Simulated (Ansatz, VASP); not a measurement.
# Two plane-wave programs on BAs

The input POSCAR:

```
BAs
1.0
    0.0000000000      2.4636236322      2.4636236322
    2.4636236322      0.0000000000      2.4636236322
    2.4636236322      2.4636236322      0.0000000000
B As
1 1
Direct
    0.0000000000      0.0000000000      0.0000000000
    0.2500000000      0.2500000000      0.2500000000
```

The input INCAR.step1:

```
  PREC = Accurate
  ENCUT = 520
  ISMEAR = -1
  SIGMA = 0.02
  LREAL = F
  LASPH = T
  NELM = 150
  MAGMOM = 0 0 0 0 0 0
  LSORBIT = T
  GGA_COMPAT = F
  NBANDS = 20
  GGA = PE
  ALGO = Normal
  EDIFF = 1E-4
  LWAVE = T
  LCHARG = F
```

The input INCAR.step2:

```
  PREC = Accurate
  ENCUT = 520
  EDIFF = 1E-7
  ISMEAR = -1
  SIGMA = 0.02
  LREAL = F
  LASPH = T
  NELM = 150
  ALGO = Normal
  ISIF = 2
  LWAVE = F
  LCHARG = T
  MAGMOM = 0 0 0 0 0 0
  LORBIT = 11
  LSORBIT = T
  GGA_COMPAT = F
  LORBMOM = T
  METAGGA = R2SCAN
  LMIXTAU = T
  LVHAR = T
  NBANDS = 20
  ISTART = 1
```

KPOINTS

```
regular mesh
0
Gamma
  10 10 10
```

Input for Ansatz:

```yaml
crystal:
  lattice:
    - [0.0, 2.4636236322, 2.4636236322]
    - [2.4636236322, 0.0, 2.4636236322]
    - [2.4636236322, 2.4636236322, 0.0]
  atoms:
    - { symbol: B, position: [0.0, 0.0, 0.0] }
    - { symbol: As, position: [0.25, 0.25, 0.25] }
kpoints:
  mp_grid: { grid: [10, 10, 10] }
  band_path:
    path:
      - [0.0, 0.0, 0.0]
      - [-0.5, -0.5, 0.0]
      - [-0.375, -0.375, 0.25]
      - [-0.375, 0.0, 0.375]
      - [0.0, 0.0, 0.5]
      - [-0.5, -0.25, 0.25]
      - [0.0, 0.395833, 0.395833]
    npoints: 1
hamiltonian:
  xc: r2scan
scf:
  occupations: { method: fermi_dirac, width: 0.02 }
  n_extra_bands: 8
magnetization:
  noncollinear: true
  spin_orbit: true
output:
  forces: true
  stress: true
  eigenvalues: true
```

Change from the starting cell: hydrostatic strain +3.0%.

Alike in both runs: task single point; functional r2SCAN; k mesh 10 × 10 × 10; occupations fermi-dirac, width 0.02 eV; non-collinear spin, spin-orbit coupling.

|  | VASP | Ansatz |
| --- | --- | --- |
| version | VASP 6.6.1 | Ansatz 0.2.0 |
| potentials or method | VASP PAW PBE potentials, release 64 (B, As) | plane waves, PAW |
| plane-wave cutoff (eV) | 520 | 500 |
| valence electrons in the cell | 8 | 18 |

|  | VASP | Ansatz | Ansatz less VASP |
| --- | --- | --- | --- |
| pressure (GPa) | -10.3 | -10.4 | -0.10 |
| net moment per atom (μB) | 0.00 | 0.00 | 0.000 |

VASP's potentials were made for PBE, not for r2SCAN. VASP's potentials hold 8 valence electrons a cell and Ansatz's 18, so a difference there can come from the potentials and not from the codes.
